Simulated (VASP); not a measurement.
# BN (P1) in VASP: a series of runs, part 2 of 2

VASP 6.6.1. Earlier steps stand in the parts before.

### 3 Single point, PBEsol

This run uses another cell than the first one, of 7.59 Å³/atom, 1.045 times its volume.

Contents of INCAR:

```
PREC = Accurate
ENCUT = 520
EDIFF = 1E-6
ISMEAR = -1
SIGMA = 0.01
LREAL = False
LASPH = True
NELM = 80
ALGO = Normal
ISIF = 2
LWAVE = False
LCHARG = False
GGA = PS
NBANDS = 11
```

Contents of KPOINTS:

```
Automatic mesh
0
Gamma
  10 10 6
```

Contents of POSCAR:

```
BN
1.0
    2.4392926523      0.0000000000      0.0000000000
   -1.2125371881      2.1165779539      0.0000000000
   -0.6133777321     -1.0582894632      2.9396886308
B N
1 1
Direct
    0.9796430000      0.9834990000      0.0018060000
    0.6685060000      0.3323850000      0.9849990000
```

Potentials or basis: VASP PAW PBE potentials, release 64 (B, N).

Run with:

```bash
$ cat potpaw_PBE.64/B/POTCAR potpaw_PBE.64/N/POTCAR > POTCAR
$ mpirun -np 1 vasp_std > vasp.out
```

OUTCAR:

```text
PREC = Accurate
   ENCUT = 520
   EDIFF = 1E-6
   ISMEAR = -1
   LREAL = False
   LASPH = True
   NELM = 80
   ISIF = 2
   GGA = PS

 ion  position               nearest neighbor table
   1  0.980  0.983  0.002-   2 1.36   2 1.40   2 1.48
   2  0.669  0.332  0.985-   1 1.36   1 1.40   1 1.48

  LATTYP: Found a face centered orthorhombic cell.
 ALAT       =     2.4463914658
 B/A-ratio  =     1.7253462546
 C/A-ratio  =     2.4032855509

  Lattice vectors:

 A1 = (  -1.8259149202,   1.0582884907,   2.9396886308)
 A2 = (   0.6133777321,   1.0582884907,   2.9396886308)
 A3 = (  -1.2125371881,   2.1165779539,   0.0000000000)

Analysis of symmetry for initial positions (statically):
=====================================================================
 Subroutine PRICEL returns:
 Original cell was already a primitive cell.

 Routine SETGRP: Setting up the symmetry group for a
 face centered orthorhombic supercell.

 Subroutine GETGRP returns: Found  1 space group operations
 (whereof  1 operations were pure point group operations)
 out of a pool of  8 trial point group operations.

The static configuration has the point symmetry C_1 .

Analysis of symmetry for dynamics (positions and initial velocities):
=====================================================================
 Subroutine PRICEL returns:
 Original cell was already a primitive cell.

 Routine SETGRP: Setting up the symmetry group for a
 face centered orthorhombic supercell.

 Subroutine GETGRP returns: Found  1 space group operations
 (whereof  1 operations were pure point group operations)
 out of a pool of  8 trial point group operations.

The dynamic configuration has the point symmetry C_1 .

 Subroutine INISYM returns: Found  1 space group operations
 (whereof  1 operations are pure point group operations),
 and found     1 'primitive' translations

[... 137 lines left out ...]
  volume/ion in A,a.u.               =       7.59        51.21
  Fermi-wavevector in a.u.,A,eV,Ry     =   1.322427  2.499024 23.794042  1.748813
  Thomas-Fermi vector in A             =   2.452109
   LORBIT       =      0    0 simple, 1 ext, 2 COOP (PROOUT), +10 PAW based schemes
   GGA     = PS    functional components
   LHFCALC =     F    Hartree Fock is set to
   AEXX    =    0.0000 exact exchange contribution
   IVDW    =     0    specifies the selected vdW correction
   LEPSILON=     F    determine dielectric tensor
   LRPA    =     F    only Hartree local field effects (RPA)
 non-spin polarized calculation
  energy-cutoff  :      520.00
  volume of cell :       15.18
 maximum number of plane-waves:       430
   NGX =  9   NGY =  9   NGZ = 11

 number of electron       7.9999999 magnetization

 Free energy of the ion-electron system (eV)
  ---------------------------------------------------
  ext. energy  EPLUGINS =         0.00000000
  ---------------------------------------------------
  free energy    TOTEN  =       -18.01936401 eV

  energy without entropy =      -18.01936401  energy(sigma->0) =      -18.01936401

 E-fermi :   4.3253     XC(G=0): -11.2900

 val. band max:        4.0403431272   @ k =   0.4000   0.4000   0.1667
 cond. band min:       6.6791876328   @ k =   0.5000   0.5000   0.5000
 fundamental gap:      2.6388445056
 Fermi energy:         4.3253263013

 k-point     1 :       0.0000    0.0000    0.0000
  band No.  band energies     occupation
      1     -14.8264      2.00000
      2      -0.0765      2.00000
      3       1.6047      2.00000
      4       3.2970      2.00000
      5       9.5657      0.00000
      6      14.8042      0.00000
      7      16.9646      0.00000
      8      17.9132      0.00000
      9      20.3197      0.00000
     10      30.5353      0.00000
     11      32.1849      0.00000
[... 309 lines left out ...]
 k-point    24 :      -0.3000    0.2000   -0.0000
  band No.  band energies     occupation
      1     -13.3794      2.00000
      2      -1.8617      2.00000
      3       0.3387      2.00000
      4       1.4332      2.00000
      5      11.7450      0.00000
      6      14.3310      0.00000
      7      15.5048      0.00000
      8      20.9376      0.00000
      9      22.9595      0.00000
     10      24.5398      0.00000
     11      30.2073      0.00000

 [... further k-points ...]
[... 5 lines left out ...]
  --------------------------------------------------------------------------------------
  -------------------------------------------------------------------------------------
  Total        2.6398143      4.5986439      0.7273516     -0.8350806      0.1426778      0.0695679
  in kB      278.6663001    485.4459163     76.7812988    -88.1534784     15.0614698      7.3437841
  external PRESSURE =     280.2978384 kB  Pullay stress =       0.0000000 kB

 VOLUME and BASIS-vectors are now :
 -----------------------------------------------------------------------------
  energy-cutoff  :      520.00
  volume of cell :       15.18
      direct lattice vectors                 reciprocal lattice vectors
     2.439292652  0.000000000  0.000000000     0.409954910  0.234853421  0.170086080
    -1.212537188  2.116577954  0.000000000     0.000000000  0.472460746  0.170086119
    -0.613377732 -1.058289463  2.939688631     0.000000000  0.000000000  0.340172081

 POSITION                                       TOTAL-FORCE (eV/Angst)
 -----------------------------------------------------------------------------------
      1.19600      2.07974      0.00531         2.025820      2.536485     -0.516166
      0.62348     -0.33890      2.89559        -2.025820     -2.536485      0.516166
 -----------------------------------------------------------------------------------
    total drift:                               -0.000229     -0.000109     -0.000280

  FREE ENERGIE OF THE ION-ELECTRON SYSTEM (eV)
  ---------------------------------------------------
  free  energy   TOTEN  =       -18.0193640057 eV

  energy  without entropy=      -18.0193640057  energy(sigma->0) =      -18.01936401
```

stdout:

```text
POSCAR found type information on POSCAR B N
 POSCAR found :  2 types and       2 ions
 scaLAPACK will be used
 -----------------------------------------------------------------------------
|                                                                             |
|                                                                             |
[... 21 lines left out ...]
|     Results are often still useful ...                                      |
|                                                                             |
 -----------------------------------------------------------------------------

 POSCAR, INCAR and KPOINTS ok, starting setup
 FFT: planning ... GRIDC
 FFT: planning ... GRID_SOFT
 FFT: planning ... GRID
 WAVECAR not read
 entering main loop
```

Run time: 24 s. Hardware: 1 thread of AMD EPYC 7R13 (Zen 3), shared host; peak memory 0.13 GiB.

Results:

* Free energy: -18.0194 eV
* Pressure: 28.0 GPa
* Largest force: 3.287 eV/Å
* Band gap on the k mesh: 2.64 eV, indirect (least direct gap 4.71 eV)

Forces on the atoms (eV/Å):
```
B    2.026  2.536 -0.516
N   -2.026 -2.536  0.516
```

Levels at points of the mesh, in eV from the valence-band top:
```csv
k point,band 1,band 2,band 3,band 4,band 5,band 6,band 7,band 8,band 9
"(0.00, 0.00, 0.00)",-18.87,-4.12,-2.44,-0.74,5.53,10.76,12.92,13.87,16.28
"(0.50, 0.00, 0.00)",-15.08,-9.55,-5.05,-1.79,4.90,10.23,14.07,17.88,21.55
"(0.00, 0.50, 0.00)",-15.29,-9.74,-4.28,-1.23,3.74,10.33,14.36,17.88,21.85
"(0.50, 0.50, 0.00)",-15.39,-9.98,-4.43,-0.15,6.50,9.69,12.71,14.97,20.65
"(0.00, 0.00, 0.50)",-18.17,-7.78,-2.46,-0.79,10.48,11.37,12.89,13.96,18.91
"(0.50, 0.00, 0.50)",-15.07,-9.56,-5.05,-1.66,4.54,10.27,14.35,18.06,21.93
"(0.00, 0.50, 0.50)",-15.29,-9.73,-4.28,-1.34,3.98,10.26,14.20,17.75,22.25
"(0.50, 0.50, 0.50)",-14.99,-9.35,-4.60,-2.52,2.64,9.82,16.04,20.99,22.54
```

Caveat: the PAW data sets were made with another functional, which shifts forces and pressure a little. A k mesh can miss the band edges.

### 4 Single point, PBEsol

This run uses another cell than the first one, of 7.92 Å³/atom, 1.091 times its volume.

Contents of INCAR:

```
PREC = Accurate
ENCUT = 520
EDIFF = 1E-6
ISMEAR = -1
SIGMA = 0.01
LREAL = F
LASPH = T
NELM = 80
ALGO = Normal
ISIF = 2
LWAVE = F
LCHARG = F
GGA = PS
NBANDS = 11
```

KPOINTS is that of step 3.

Contents of POSCAR:

```
BN
1.0
    2.4741443988      0.0000000000      0.0000000000
   -1.2298614886      2.1468188675      0.0000000000
   -0.6221414551     -1.0734099270      2.9816898573
B N
1 1
Direct
    0.9796430000      0.9834990000      0.0018060000
    0.6685060000      0.3323850000      0.9849990000
```

Potentials or basis: VASP PAW PBE potentials, release 64 (B, N).

Run with:

```bash
$ cat potpaw_PBE.64/B/POTCAR potpaw_PBE.64/N/POTCAR > POTCAR
$ mpirun -np 1 vasp_std > vasp.out
```

OUTCAR:

```text
PREC = Accurate
   ENCUT = 520
   EDIFF = 1E-6
   ISMEAR = -1
   LREAL = F
   LASPH = T
   NELM = 80
   ISIF = 2
   GGA = PS

 ion  position               nearest neighbor table
   1  0.980  0.983  0.002-   2 1.38   2 1.42   2 1.50
   2  0.669  0.332  0.985-   1 1.38   1 1.42   1 1.50

  LATTYP: Found a face centered orthorhombic cell.
 ALAT       =     2.4813446376
 B/A-ratio  =     1.7253462546
 C/A-ratio  =     2.4032855510

  Lattice vectors:

[... 534 lines left out ...]
      5      11.2213      0.00000
      6      13.6399      0.00000
      7      14.7835      0.00000
      8      19.9455      0.00000
      9      21.9682      0.00000
     10      23.7966      0.00000
     11      29.1086      0.00000

 [... further k-points ...]
[... 5 lines left out ...]
  --------------------------------------------------------------------------------------
  -------------------------------------------------------------------------------------
  Total        0.9303207      2.5393548      0.6116703     -0.6810496      0.1320791      0.0628946
  in kB       94.1153262    256.8922776     61.8792579    -68.8979651     13.3617030      6.3626937
  external PRESSURE =     137.6289539 kB  Pullay stress =       0.0000000 kB

 VOLUME and BASIS-vectors are now :
 -----------------------------------------------------------------------------
  energy-cutoff  :      520.00
  volume of cell :       15.84
      direct lattice vectors                 reciprocal lattice vectors
     2.474144399  0.000000000  0.000000000     0.404180128  0.231545186  0.167690182
    -1.229861489  2.146818867  0.000000000     0.000000000  0.465805483  0.167690221
    -0.622141455 -1.073409927  2.981689857     0.000000000  0.000000000  0.335380287

 POSITION                                       TOTAL-FORCE (eV/Angst)
 -----------------------------------------------------------------------------------
      1.21309      2.10946      0.00538         1.836967      2.303390     -0.553270
      0.63238     -0.34374      2.93696        -1.836967     -2.303390      0.553270
 -----------------------------------------------------------------------------------
    total drift:                               -0.000128     -0.000434     -0.000289

  FREE ENERGIE OF THE ION-ELECTRON SYSTEM (eV)
  ---------------------------------------------------
  free  energy   TOTEN  =       -18.1053095839 eV

  energy  without entropy=      -18.1053095839  energy(sigma->0) =      -18.10530958
```

OSZICAR:

```text
N       E                     dE             d eps       ncg     rms          rms(c)
DAV:   1     0.115710138317E+02    0.11571E+02   -0.47179E+03  6808   0.694E+02
DAV:   2    -0.192131103182E+02   -0.30784E+02   -0.29728E+02  7888   0.163E+02
DAV:   3    -0.198827688113E+02   -0.66966E+00   -0.66872E+00  8183   0.218E+01
DAV:   4    -0.198842740816E+02   -0.15053E-02   -0.15052E-02  7225   0.114E+00
DAV:   5    -0.198842783998E+02   -0.43181E-05   -0.43181E-05  8083   0.559E-02    0.806E+00
DAV:   6    -0.183104296928E+02    0.15738E+01   -0.48643E+00  7669   0.124E+01    0.376E+00
DAV:   7    -0.181452404007E+02    0.16519E+00   -0.25018E-01  7930   0.372E+00    0.223E+00
DAV:   8    -0.181052678121E+02    0.39973E-01   -0.96299E-02  7951   0.198E+00    0.261E-01
DAV:   9    -0.181052066478E+02    0.61164E-04   -0.21996E-03  7210   0.399E-01    0.134E-01
DAV:  10    -0.181053019889E+02   -0.95341E-04   -0.24652E-04  7575   0.127E-01    0.211E-02
DAV:  11    -0.181053087676E+02   -0.67787E-05   -0.13103E-05  7714   0.275E-02    0.165E-02
DAV:  12    -0.181053095839E+02   -0.81623E-06   -0.30167E-06  7389   0.119E-02
   1 F= -.18105310E+02 E0= -.18105310E+02  d E =-.305006E-11
```

stdout:

```text
POSCAR found type information on POSCAR B N
 POSCAR found :  2 types and       2 ions
 scaLAPACK will be used
 -----------------------------------------------------------------------------
|                                                                             |
|                                                                             |
[... 21 lines left out ...]
|     Results are often still useful ...                                      |
|                                                                             |
 -----------------------------------------------------------------------------

 POSCAR, INCAR and KPOINTS ok, starting setup
 FFT: planning ... GRIDC
 FFT: planning ... GRID_SOFT
 FFT: planning ... GRID
 WAVECAR not read
 entering main loop
```

Run time: 25 s. Hardware: 1 thread of AMD EPYC 7R13 (Zen 3), shared host; peak memory 0.13 GiB.

What came out:

- Free energy: -18.1053 eV
- Pressure: 13.8 GPa
- Largest force: 2.998 eV/Å
- Band gap on the k mesh: 2.68 eV, indirect (least direct gap 4.62 eV)

Forces in eV/Å, atoms in the order of the input:
```
B    1.837  2.303 -0.553
N   -1.837 -2.303  0.553
```

Stress tensor (GPa, compression positive):
```
 9.41 -6.89  0.64
-6.89 25.69  1.34
 0.64  1.34  6.19
```

Caveat: the PAW data sets were made with another functional, which shifts forces and pressure a little. PBEsol gaps usually lie below the measured ones, often by a third to a half.

### 5 Single point, PBEsol

This run uses another cell than the first one, of 8.25 Å³/atom, 1.136 times its volume.

Contents of INCAR:

```
SYSTEM = BN
PREC = Accurate ; ENCUT = 520
EDIFF = 1E-6 ; ISMEAR = -1
SIGMA = 0.01 ; LREAL = .False.
LASPH = .True. ; NELM = 100
ALGO = Normal ; ISIF = 2
LWAVE = .False. ; LCHARG = .False.
GGA = PS ; NBANDS = 11
```

Contents of KPOINTS:

```
regular mesh
0
Gamma
  10 10 6
  0 0 0
```

Contents of POSCAR:

```
BN
1.0
    2.5080410000      0.0000000000      0.0000000000
   -1.2467110000      2.1762310000      0.0000000000
   -0.6306650000     -1.0881160000      3.0225400000
B N
1 1
Direct
    0.9796430000      0.9834990000      0.0018060000
    0.6685060000      0.3323850000      0.9849990000
```

Run with:

```bash
$ cat potpaw_PBE.64/B/POTCAR potpaw_PBE.64/N/POTCAR > POTCAR
$ mpirun -np 1 vasp_std > vasp.out
```

Run time: 34 s. Hardware: 1 thread of AMD EPYC 7R13 (Zen 3), shared host; peak memory 0.13 GiB.

Results (log left out):

* Free energy: -18.1376 eV
* Pressure: 1.9 GPa
* Largest force: 2.739 eV/Å
* Band gap on the k mesh: 2.71 eV, indirect (least direct gap 4.52 eV)

Forces on the atoms (eV/Å):
```
B    1.667  2.093 -0.584
N   -1.667 -2.093  0.584
```

Stress tensor (GPa, compression positive):
```
-5.90 -5.24  0.55
-5.24  6.61  1.19
 0.55  1.19  4.97
```

Levels at points of the mesh, in eV from the valence-band top:
| k point | band 1 | band 2 | band 3 | band 4 | band 5 | band 6 | band 7 | band 8 | band 9 |
| --- | --- | --- | --- | --- | --- | --- | --- | --- | --- |
| (0.00, 0.00, 0.00) | -18.25 | -3.81 | -2.45 | -0.83 | 5.28 | 10.15 | 12.23 | 12.86 | 14.82 |
| (0.50, 0.00, 0.00) | -14.79 | -9.11 | -4.85 | -1.62 | 4.79 | 9.38 | 13.45 | 17.01 | 20.33 |
| (0.00, 0.50, 0.00) | -14.96 | -9.36 | -4.11 | -1.10 | 3.68 | 9.51 | 13.72 | 17.08 | 20.48 |
| (0.50, 0.50, 0.00) | -15.05 | -9.55 | -4.26 | -0.15 | 6.16 | 8.93 | 12.23 | 14.43 | 19.93 |
| (0.00, 0.00, 0.50) | -17.66 | -7.13 | -2.47 | -0.88 | 9.85 | 10.62 | 12.21 | 12.40 | 17.85 |
| (0.50, 0.00, 0.50) | -14.79 | -9.12 | -4.85 | -1.51 | 4.46 | 9.42 | 13.69 | 17.23 | 20.69 |
| (0.00, 0.50, 0.50) | -14.96 | -9.35 | -4.11 | -1.20 | 3.90 | 9.44 | 13.60 | 16.92 | 20.79 |
| (0.50, 0.50, 0.50) | -14.71 | -9.00 | -4.41 | -2.26 | 2.71 | 9.04 | 15.27 | 19.52 | 21.01 |

Caveat: the PAW data sets were made with another functional, which shifts forces and pressure a little.

### 6 The runs side by side

| cell | gap on the mesh (eV) | pressure (GPa) | largest force (eV/Å) |
| --- | --- | --- | --- |
| a = 2.403, b = 2.403, c = 3.137 Å, angles 101.1, 101.1, 119.8°, 2 atoms | 2.59 | 45.2 | 3.61 |
| a = 2.439, b = 2.439, c = 3.184 Å, angles 101.1, 101.1, 119.8°, 2 atoms | 2.64 | 28.0 | 3.29 |
| a = 2.474, b = 2.474, c = 3.230 Å, angles 101.1, 101.1, 119.8°, 2 atoms | 2.68 | 13.8 | 3.00 |
| a = 2.508, b = 2.508, c = 3.274 Å, angles 101.1, 101.1, 119.8°, 2 atoms | 2.71 | 1.9 | 2.74 |

Alike in all rows: task single point; level PBEsol; potentials or basis VASP PAW PBE potentials, release 64 (B, N); no spin polarisation; k mesh 10 × 10 × 6; cutoff (eV) 520; smearing fermi-dirac 0.01 eV.

Caveats: the PAW data sets were made with another functional, which shifts forces and pressure a little.

Absolute energies hang on the potentials; compare differences alone.
